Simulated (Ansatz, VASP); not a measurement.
## WS2 in VASP and in Ansatz

```
W S
1.0
     1.57900    0.91164    6.16333
    -1.57900    0.91164    6.16333
     0.00000   -1.82327    6.16333
W S
1 2
Direct
  0.97258 0.97258 0.05485
  0.75030 0.75030 0.75030
  0.58100 0.58100 0.58100
```

Alike in both runs: task single point; functional PBEsol; dispersion D3(BJ); k mesh 12 × 12 × 12; occupations gaussian, width 0.05 eV; no spin polarisation.

|  | VASP | Ansatz |
| --- | --- | --- |
| version | VASP 6.6.1 | Ansatz 0.2.0 |
| potentials or method | VASP PAW PBE potentials, release 64 (W_sv, S), cutoff 520 eV | scalar-relativistic, plane waves, PAW |
| valence electrons in the cell | 26 | 26 |

|  | VASP | Ansatz | Ansatz less VASP |
| --- | --- | --- | --- |
| gap on the k mesh at the Fermi level (eV) | 0.89 | 0.87 | -0.016 |
| least direct gap on the mesh (eV) | 1.53 | 1.52 | -0.014 |
| pressure (GPa) | -2.4 | -2.5 | -0.12 |
| traceless stress, the component that is largest in VASP (GPa) | -4.16 | -4.14 | +0.026 |
| rms of the force components (eV/Å) | 1.383 | 1.381 | -0.0020 |

VASP's potentials were made for PBE, not for PBEsol. Atom by atom the forces differ by 0.009 eV/Å (rms over components).

Spin-orbit coupling is off throughout.
